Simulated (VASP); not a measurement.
Input of a VASP 6.6.1 run:

Contents of INCAR:

```
PREC = Accurate
ENCUT = 520
EDIFF = 1E-6
ISMEAR = -1
SIGMA = 0.05
LREAL = False
LASPH = True
NELM = 150
ALGO = Normal
ISIF = 2
LWAVE = False
LCHARG = False
ISPIN = 2
MAGMOM = 0.09 0 0
LORBIT = 11
LMAXMIX = 4
GGA = PS
NBANDS = 20
```

The input KPOINTS:

```
Automatic mesh
0
Gamma
  9 9 9
```

Contents of POSCAR:

```
CoSi2
1.0
    0.0000000000      2.6780000000      2.6780000000
    2.6780000000      0.0000000000      2.6780000000
    2.6780000000      2.6780000000      0.0000000000
Co Si
1 2
Direct
    0.0000000000      0.0000000000      0.0000000000
    0.7500000000      0.7500000000      0.7500000000
    0.2500000000      0.2500000000      0.2500000000
```

Potentials or basis: VASP PAW PBE potentials, release 64 (Co, Si).

Launch:

```bash
$ cat potpaw_PBE.64/Co/POTCAR potpaw_PBE.64/Si/POTCAR > POTCAR
$ mpirun -np 1 vasp_std > vasp.out
```

Question: What does it give for the net moment?

Answer: 0.00 μB per cell.

Question: What does it give for the pressure?

Answer: -4.2 GPa.

Caveat: the PAW data sets were made with another functional, which shifts forces and pressure a little.
